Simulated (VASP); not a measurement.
# Os (Fm-3m) in VASP: further runs

Runs on Os. Level: LDA. Tasks: single point, relaxation of cell and atoms.

Program: VASP 6.6.1. These are calculated values, not measurements. Logs are shortened: lines on timing, memory, paths and dates and some standing lists are left out, and cuts for length are marked.

### 1 The cell of the first run

Symmetry: Fm-3m, No. 225, cubic system. Conventional cell: a = 3.802 Å, b = 3.802 Å, c = 3.802 Å, α = 90.00°, β = 90.00°, γ = 90.00°. Os (site symmetry m-3m) has 12 Os at 2.69 Å within 3.5 Å.

This isn't the form of Os at room conditions, which is hcp.

### 2 Single point, LDA

The input, INCAR:

```
SYSTEM = Os
PREC = Accurate ; ENCUT = 600
EDIFF = 1E-6 ; ISMEAR = 1
SIGMA = 0.05 ; LREAL = .FALSE.
LASPH = .TRUE. ; NELM = 120
ALGO = Normal ; ISIF = 2
LWAVE = .FALSE. ; LCHARG = .FALSE.
GGA = CA ; NBANDS = 10
GGA_COMPAT = .FALSE.
```

The input, KPOINTS:

```
Automatic mesh
0
G
  9 9 9
  0 0 0
```

The input, POSCAR:

```
Os
1.0
    0.0000000000      1.9007510945      1.9007510945
    1.9007510945      0.0000000000      1.9007510945
    1.9007510945      1.9007510945      0.0000000000
Os
1
Direct
    0.0000000000      0.0000000000      0.0000000000
```

Potentials or basis: VASP PAW LDA potentials, release 64 (Os).

Launch:

```console
$ cat potpaw_LDA.64/Os/POTCAR > POTCAR
$ mpirun -np 1 vasp_std > vasp.out
```

OUTCAR:

```text
SYSTEM = Os
   PREC = Accurate
   ENCUT = 600
   EDIFF = 1E-6
   ISMEAR = 1
   LREAL = .FALSE.
   LASPH = .TRUE.
   NELM = 120
   ISIF = 2
   GGA = CA

 ion  position               nearest neighbor table
   1  0.000  0.000  0.000-

  LATTYP: Found a face centered cubic cell.
 ALAT       =     3.8015021890

  Lattice vectors:

 A1 = (   0.0000000000,   1.9007510945,   1.9007510945)
 A2 = (   1.9007510945,   0.0000000000,   1.9007510945)
 A3 = (   1.9007510945,   1.9007510945,   0.0000000000)

Analysis of symmetry for initial positions (statically):
=====================================================================
 Subroutine PRICEL returns:
 Original cell was already a primitive cell.

 Routine SETGRP: Setting up the symmetry group for a
 face centered cubic supercell.

 Subroutine GETGRP returns: Found 48 space group operations
 (whereof 48 operations were pure point group operations)
 out of a pool of 48 trial point group operations.

The static configuration has the point symmetry O_h .

Analysis of symmetry for dynamics (positions and initial velocities):
=====================================================================
 Subroutine PRICEL returns:
 Original cell was already a primitive cell.

 Routine SETGRP: Setting up the symmetry group for a
 face centered cubic supercell.

 Subroutine GETGRP returns: Found 48 space group operations
 (whereof 48 operations were pure point group operations)
 out of a pool of 48 trial point group operations.

The dynamic configuration has the point symmetry O_h .

 Subroutine INISYM returns: Found 48 space group operations
 (whereof 48 operations are pure point group operations),
 and found     1 'primitive' translations

----------------------------------------------------------------------------------------

                                     Primitive cell

  volume of cell :      13.7343

  direct lattice vectors                    reciprocal lattice vectors
     0.000000000  1.900751094  1.900751094    -0.263053906  0.263053906  0.263053906
     1.900751094  0.000000000  1.900751094     0.263053906 -0.263053906  0.263053906
     1.900751094  1.900751094  0.000000000     0.263053906  0.263053906 -0.263053906

  length of vectors
     2.688067977  2.688067977  2.688067977     0.455622731  0.455622731  0.455622731

  position of ions in fractional coordinates (direct lattice)
     0.000000000  0.000000000  0.000000000

  ion indices of the primitive-cell ions
   primitive index   ion index
                 1           1

----------------------------------------------------------------------------------------

 KPOINTS: Automatic mesh

Automatic generation of k-mesh.
 Grid dimensions read from file:
 generate k-points for:    9    9    9

 Generating k-lattice:

  Cartesian coordinates                     Fractional coordinates (reciprocal lattice)
    -0.029228212  0.029228212  0.029228212     0.111111111  0.000000000  0.000000000
     0.029228212 -0.029228212  0.029228212     0.000000000  0.111111111  0.000000000
     0.029228212  0.029228212 -0.029228212     0.000000000  0.000000000  0.111111111

  Length of vectors
     0.050624748  0.050624748  0.050624748

  Shift w.r.t. Gamma in fractional coordinates (k-lattice)
     0.000000000  0.000000000  0.000000000

 Subroutine IBZKPT returns following result:
 ===========================================

 Found     35 irreducible k-points:

 Following reciprocal coordinates:
            Coordinates               Weight
  0.000000  0.000000  0.000000      1.000000
  0.111111  0.000000  0.000000      8.000000
  0.222222  0.000000  0.000000      8.000000
  0.333333  0.000000  0.000000      8.000000
  0.444444  0.000000  0.000000      8.000000
  0.111111  0.111111  0.000000      6.000000
[... 16 lines left out ...]
 -0.333333  0.333333  0.000000     12.000000
  0.444444  0.444444  0.000000      6.000000
 [... further k-points ...]
   k-points           NKPTS =     35   k-points in BZ     NKDIM =     35   number of bands    NBANDS=     10
   number of dos      NEDOS =    301   number of ions     NIONS =      1
   total plane-waves  NPLWV =  13824
   dimension x,y,z NGX =    24 NGY =   24 NGZ =   24
   dimension x,y,z NGXF=    48 NGYF=   48 NGZF=   48
   ions per type =               1
   NGX,Y,Z   is equivalent  to a cutoff of  14.84, 14.84, 14.84 a.u.
   NGXF,Y,Z  is equivalent  to a cutoff of  29.69, 29.69, 29.69 a.u.
 SYSTEM =  Os
   PREC   = accura    normal or accurate (medium, high low for compatibility)
   ISTART =      0    job   : 0-new  1-cont  2-samecut
   ICHARG =      2    charge: 1-file 2-atom 10-const
   ISPIN  =      1    spin polarized calculation?
   LNONCOLLINEAR =      F non collinear calculations
   LSORBIT =      F    spin-orbit coupling
   LASPH  =      T    aspherical Exc in radial PAW
   ENCUT  =  600.0 eV  44.10 Ry    6.64 a.u.   5.37  5.37  5.37*2*pi/ulx,y,z
   NELM   =    120;   NELMIN=  2; NELMDL= -5     # of ELM steps
   EDIFF  = 0.1E-05   stopping-criterion for ELM
   LREAL  =      F    real-space projection
   EDIFFG = 0.1E-04   stopping-criterion for IOM
   NSW    =      0    number of steps for IOM
   IBRION =     -1    ionic relax: 0-MD 1-quasi-New 2-CG
   NFREE  =      0    steps in history (QN), initial steepest desc. (CG)
   ISIF   =      2    stress and relaxation
   ISYM   =      2    0-nonsym 1-usesym 2-fastsym
   POTIM  = 0.5000    time-step for ionic-motion
   TEBEG  =    0.0;   TEEND  =   0.0 temperature during run
   PSTRESS=    0.0 pullay stress
   NELECT =       8.0000    total number of electrons
   NUPDOWN=      -1.0000    fix difference up-down
   EMIN   =  10.00;   EMAX   =-10.00  energy-range for DOS
   EFERMI =   0.00;   METHOD = LEGACY
   ISMEAR =     1;   SIGMA  =   0.05  broadening in eV -4-tet -1-fermi 0-gaus
   EFERMI_NEDOS =   21; number of points for ismear=-14 and -15
   IALGO  =     38    algorithm
   IMIX   =      4    mixing-type and parameters
     AMIX     =   0.40;   BMIX     =  1.00
     AMIX_MAG =   1.60;   BMIX_MAG =  1.00
  volume/ion in A,a.u.               =      13.73        92.68
  Fermi-wavevector in a.u.,A,eV,Ry     =   1.367213  2.583658 25.432989  1.869272
  Thomas-Fermi vector in A             =   2.493286
   LORBIT       =      0    0 simple, 1 ext, 2 COOP (PROOUT), +10 PAW based schemes
   GGA     = CA    functional components
   LHFCALC =     F    Hartree Fock is set to
   AEXX    =    0.0000 exact exchange contribution
   IVDW    =     0    specifies the selected vdW correction
   LEPSILON=     F    determine dielectric tensor
   LRPA    =     F    only Hartree local field effects (RPA)
 non-spin polarized calculation
 Methfessel and Paxton  Order N= 1 SIGMA  =   0.05
  energy-cutoff  :      600.00
  volume of cell :       13.73
 maximum number of plane-waves:       470
 NGX is ok and might be reduce to    24
   NGX = 11   NGY = 11   NGZ = 11

 number of electron       8.0000001 magnetization

 Free energy of the ion-electron system (eV)
  ---------------------------------------------------
  ext. energy  EPLUGINS =         0.00000000
  ---------------------------------------------------
  free energy    TOTEN  =       -12.52409346 eV

  energy without entropy =      -12.52387401  energy(sigma->0) =      -12.52402031

 E-fermi :   9.6924     XC(G=0): -14.2822

 val. band max:        9.6707327236   @ k =  -0.3333   0.4444   0.1111
 cond. band min:       9.8355525150   @ k =  -0.4444   0.3333   0.0000
 fundamental gap:      0.1648197914
 Fermi energy:         9.6923656418

 k-point     1 :       0.0000    0.0000    0.0000
  band No.  band energies     occupation
      1      -1.3609      2.00000
      2       6.4455      2.00000
      3       6.4455      2.00000
      4       6.4455      2.00000
      5       9.6087      2.03938
      6       9.6087      2.03938
      7      23.8558      0.00000
      8      29.7597      0.00000
      9      29.7597      0.00000
     10      29.7597      0.00000

 k-point     2 :       0.1111    0.0000    0.0000
  band No.  band energies     occupation
      1      -0.7840      2.00000
      2       6.1234      2.00000
      3       6.6928      2.00000
      4       6.6928      2.00000
      5       9.4446      2.00000
      6       9.4446      2.00000
      7      24.8974      0.00000
      8      27.5849      0.00000
      9      30.7948      0.00000
     10      30.7948      0.00000

 k-point     3 :       0.2222    0.0000    0.0000
  band No.  band energies     occupation
      1       0.6151      2.00000
      2       5.7443      2.00000
      3       6.9717      2.00000
      4       6.9717      2.00000
      5       9.5702      2.00297
      6       9.5702      2.00297
      7      24.4955      0.00000
      8      27.2436      0.00000
      9      33.5672      0.00000
     10      33.5672      0.00000

 k-point     4 :       0.3333    0.0000    0.0000
  band No.  band energies     occupation
      1       1.6143      2.00000
      2       6.6730      2.00000
      3       6.6730      2.00000
      4       6.7493      2.00000
      5      10.7122      0.00000
      6      10.7122      0.00000
      7      21.9836      0.00000
      8      25.8609      0.00000
      9      33.4735      0.00000
     10      33.4735      0.00000

 k-point     5 :       0.4444    0.0000    0.0000
  band No.  band energies     occupation
      1       1.7144      2.00000
      2       6.3424      2.00000
      3       6.3424      2.00000
      4       8.9703      2.00000
      5      11.8982      0.00000
      6      11.8982      0.00000
      7      19.3844      0.00000
      8      23.6670      0.00000
      9      30.5580      0.00000
     10      30.5580      0.00000

 k-point     6 :       0.1111    0.1111    0.0000
  band No.  band energies     occupation
      1      -0.5877      2.00000
      2       5.8144      2.00000
      3       6.9158      2.00000
      4       6.9158      2.00000
      5       8.8497      2.00000
      6       9.8572     -0.00003
      7      25.2964      0.00000
      8      28.4026      0.00000
      9      30.1615      0.00000
     10      30.1615      0.00000
[... 183 lines left out ...]
 k-point    21 :       0.4444    0.3333    0.0000
  band No.  band energies     occupation
      1       2.4092      2.00000
      2       3.1298      2.00000
      3       8.4059      2.00000
      4      10.4215     -0.00000
      5      12.2862      0.00000
      6      13.0297      0.00000
      7      22.0520      0.00000
      8      24.7549      0.00000
      9      26.0767      0.00000
     10      32.2167      0.00000

 k-point    22 :      -0.4444    0.3333    0.0000
  band No.  band energies     occupation
      1       2.7677      2.00000
      2       3.8144      2.00000
      3       7.6479      2.00000
      4       9.8356     -0.00039
      5      12.1326      0.00000
      6      17.0967      0.00000
      7      18.0331      0.00000
      8      24.2773      0.00000
      9      25.8363      0.00000
     10      32.1219      0.00000

 k-point    23 :      -0.3333    0.3333    0.0000
  band No.  band energies     occupation
      1       3.4566      2.00000
      2       4.7603      2.00000
      3       6.4270      2.00000
      4       9.0320      2.00000
      5      10.9990      0.00000
      6      15.8813      0.00000
      7      21.3321      0.00000
      8      22.3248      0.00000
      9      28.9213      0.00000
     10      30.3439      0.00000

 k-point    24 :       0.4444    0.4444    0.0000
  band No.  band energies     occupation
      1       1.8862      2.00000
      2       2.5730      2.00000
      3      11.3396      0.00000
      4      11.9787      0.00000
      5      12.4059      0.00000
      6      12.4059      0.00000
      7      22.5981      0.00000
      8      22.5981      0.00000
      9      23.1679      0.00000
     10      32.1138      0.00000

 [... further k-points ...]

------------------------ aborting loop because EDIFF is reached ----------------------------------------

  FORCE on cell =-STRESS in cart. coord.  units (eV):
  Direction    XX          YY          ZZ          XY          YZ          ZX
  --------------------------------------------------------------------------------------
  -------------------------------------------------------------------------------------
  Total        0.1104190      0.1104190      0.1104190     -0.0000000     -0.0000000      0.0000000
  in kB       12.8809684     12.8809684     12.8809684     -0.0000000     -0.0000000      0.0000000
  external PRESSURE =      12.8809684 kB  Pullay stress =       0.0000000 kB

 VOLUME and BASIS-vectors are now :
 -----------------------------------------------------------------------------
  energy-cutoff  :      600.00
  volume of cell :       13.73
      direct lattice vectors                 reciprocal lattice vectors
     0.000000000  1.900751094  1.900751094    -0.263053906  0.263053906  0.263053906
     1.900751094  0.000000000  1.900751094     0.263053906 -0.263053906  0.263053906
     1.900751094  1.900751094  0.000000000     0.263053906  0.263053906 -0.263053906

 POSITION                                       TOTAL-FORCE (eV/Angst)
 -----------------------------------------------------------------------------------
      0.00000      0.00000      0.00000        -0.000000     -0.000000      0.000000
 -----------------------------------------------------------------------------------
    total drift:                               -0.000000      0.000000     -0.000000

  FREE ENERGIE OF THE ION-ELECTRON SYSTEM (eV)
  ---------------------------------------------------
  free  energy   TOTEN  =       -12.5240934615 eV

  energy  without entropy=      -12.5238740073  energy(sigma->0) =      -12.52402031
```

It took 9.1 s on 1 thread of Intel Xeon 8259CL, shared host; peak memory 0.13 GiB.

What came out:

| Quantity | Value |
| --- | --- |
| Free energy | -12.5241 eV |
| Pressure | 1.3 GPa |
| Band gap on the k mesh | zero (bands 4 and 5 overlap by 3.70 eV) |

Caveat: spin-orbit coupling is left out, which moves the levels of the heavy elements.

### 3 Single point, LDA

This run uses another cell than the first one, of 13.58 Å³/atom.

The input, INCAR:

```
PREC = Accurate
ENCUT = 600
EDIFF = 1E-6
ISMEAR = 1
SIGMA = 0.05
LREAL = F
LASPH = T
NELM = 120
ALGO = Normal
ISIF = 2
LWAVE = F
LCHARG = F
NBANDS = 10
GGA_COMPAT = F
```

The input, KPOINTS:

```
Automatic mesh
0
Gamma
  9 9 9
```

The input, POSCAR:

```
Os
1.0
    0.0000000000      1.8937635822      1.8937635822
    1.8937635822      0.0000000000      1.8937635822
    1.8937635822      1.8937635822      0.0000000000
Os
1
Direct
    0.0000000000      0.0000000000      0.0000000000
```

Potentials or basis: VASP PAW LDA potentials, release 64 (Os).

Launch:

```console
$ cat potpaw_LDA.64/Os/POTCAR > POTCAR
$ mpirun -np 1 vasp_std > vasp.out
```

It took 10 s on 1 thread of Intel Xeon 8259CL, shared host; peak memory 0.13 GiB.

It converged, with:

```yaml
Free_energy: -12.5204 eV
Pressure: 6.4 GPa
Band_gap_on_the_k_mesh: zero (bands 4 and 5 overlap by 3.77 eV)
```

Levels at points of the mesh, in eV from the Fermi level:
```tsv
k point	band 2	band 3	band 4	band 5	band 6	band 7
(0.00, 0.00, 0.00)	-3.30	-3.30	-3.30	-0.08	-0.08	14.15
```

Caveat: the cell stands under pressure; spin-orbit coupling is left out, which moves the levels of the heavy elements.

### 4 Relaxation of cell and atoms, LDA

This run uses another cell than the first one, of 14.72 Å³/atom.

The input, INCAR:

```
SYSTEM = Os
PREC = Accurate
ENCUT = 600
EDIFF = 1E-7
ISMEAR = 1
SIGMA = 0.05
LREAL = .FALSE.
LASPH = .TRUE.
NELM = 120
ALGO = Normal
ISIF = 3
LWAVE = .FALSE.
LCHARG = .FALSE.
GGA = CA
IBRION = 2
NSW = 50
EDIFFG = -0.01
GGA_COMPAT = .FALSE.
NELMIN = 4
```

The input, KPOINTS:

```
regular mesh
0
G
  9 9 9
  0 0 0
```

The input, POSCAR:

```
Os
1.0
    0.0000000000      1.9450000000      1.9450000000
    1.9450000000      0.0000000000      1.9450000000
    1.9450000000      1.9450000000      0.0000000000
Os
1
Direct
    0.0000000000      0.0000000000      0.0000000000
```

Launch:

```console
$ cat potpaw_LDA.64/Os/POTCAR > POTCAR
$ mpirun -np 1 vasp_std > vasp.out
```

It took 38 s on 1 thread of Intel Xeon 8259CL, shared host; peak memory 0.15 GiB.

It converged, with:

```yaml
Free_energy: -12.5246 eV
Relaxed_volume: 13.78 Å³/atom
Relaxed_cell: a = 2.691 Å, b = 2.691 Å, c = 2.691 Å, α = 60.00°, β = 60.00°, γ = 60.00°
Space_group_after_relaxing_to_0.1_Å: Fm-3m (No. 225)
Pressure_after_relaxing: 0.0 GPa
Band_gap_on_the_k_mesh: zero (bands 4 and 5 overlap by 3.68 eV)
```

Final structure:
```
CELL_PARAMETERS angstrom
0.00000 1.90263 1.90263
1.90263 0.00000 1.90263
1.90263 1.90263 0.00000
ATOMIC_POSITIONS crystal
Os 0.00000 0.00000 0.00000
```

Levels at points of the mesh, in eV from the Fermi level:
```
           k point  band 1  band 2  band 3  band 4  band 5  band 6  band 7  band 8
(0.00, 0.00, 0.00)  -11.03   -3.23   -3.23   -3.23   -0.08   -0.08   14.17   20.05
```

Caveat: spin-orbit coupling is left out, which moves the levels of the heavy elements.

### 5 Relaxation of cell and atoms, LDA, target pressure 5 GPa, at which the enthalpy is minimised

This run uses another cell than the first one, of 14.72 Å³/atom.

The input, INCAR:

```
PREC     = Accurate       # precision mode
ENCUT    = 600            # plane-wave cutoff, eV
EDIFF    = 1E-7           # SCF threshold, eV
ISMEAR   = 1              # smearing method
SIGMA    = 0.05           # smearing width, eV
LREAL    = F              # projectors in reciprocal space
LASPH    = T              # aspherical terms in the spheres
NELM     = 120            # most SCF steps
ALGO     = Normal         # electronic algorithm
ISIF     = 3              # what is computed and relaxed
LWAVE    = F              # write WAVECAR
LCHARG   = F              # write CHGCAR
IBRION   = 2              # ionic algorithm
NSW      = 50             # ionic steps
EDIFFG   = -0.01          # ionic threshold
PSTRESS  = 50.0         
GGA_COMPAT= F            
NELMIN   = 4
```

The input, KPOINTS:

```
Automatic mesh
0
Gamma
  9 9 9
```

POSCAR is that of step 4.

Launch:

```console
$ cat potpaw_LDA.64/Os/POTCAR > POTCAR
$ mpirun -np 1 vasp_std > vasp.out
```

Wall time 29 s (1 thread of Intel Xeon 8259CL, shared host); peak memory 0.14 GiB.

It converged, with:

| Property | Result |
| --- | --- |
| Free energy | -12.5222 eV |
| Relaxed volume | 13.63 Å³/atom |
| Relaxed cell | a = 2.681 Å, b = 2.681 Å, c = 2.681 Å, α = 60.00°, β = 60.00°, γ = 60.00° |
| Space group after relaxing (to 0.1 Å) | Fm-3m (No. 225) |
| Energy change on relaxing (the run minimises the enthalpy) | -76.4 meV/atom |
| Ionic steps | 5 |
| Pressure after relaxing | 5.0 GPa |
| Band gap on the k mesh | zero (bands 4 and 5 overlap by 3.75 eV) |

Step by step:
| step | energy change (eV) | largest force (eV/Å) | pressure (GPa) | volume (Å³) |
| --- | --- | --- | --- | --- |
| 1 | 0.0000 | 0.0000 | -25.16 | 14.72 |
| 2 | 3.5012 | 0.0000 | 382.47 | 9.57 |
| 3 | -0.0787 | 0.0000 | -0.77 | 13.80 |
| 4 | -0.0781 | 0.0000 | 2.58 | 13.70 |
| 5 | -0.0764 | 0.0000 | 5.03 | 13.63 |

Final structure:
```yaml
crystal:
  lattice:
    - [0.00000, 1.89572, 1.89572]
    - [1.89572, 0.00000, 1.89572]
    - [1.89572, 1.89572, 0.00000]
  atoms:
    - { symbol: Os, position: [0.00000, 0.00000, 0.00000] }
```

Levels at points of the mesh, in eV from the Fermi level:
```
           k point  band 1  band 2  band 3  band 4  band 5  band 6  band 7  band 8
(0.00, 0.00, 0.00)  -11.12   -3.28   -3.28   -3.28   -0.08   -0.08   14.16   20.11
```

Caveat: the cell is relaxed towards a set pressure, so the run minimises the enthalpy, not the energy; spin-orbit coupling is left out, which moves the levels of the heavy elements. Zero-point motion and thermal expansion aren't in these numbers.

(Part 1 of 2 ends here.)

The gap in the log of VASP goes by the Fermi energy; the results here count the filled bands.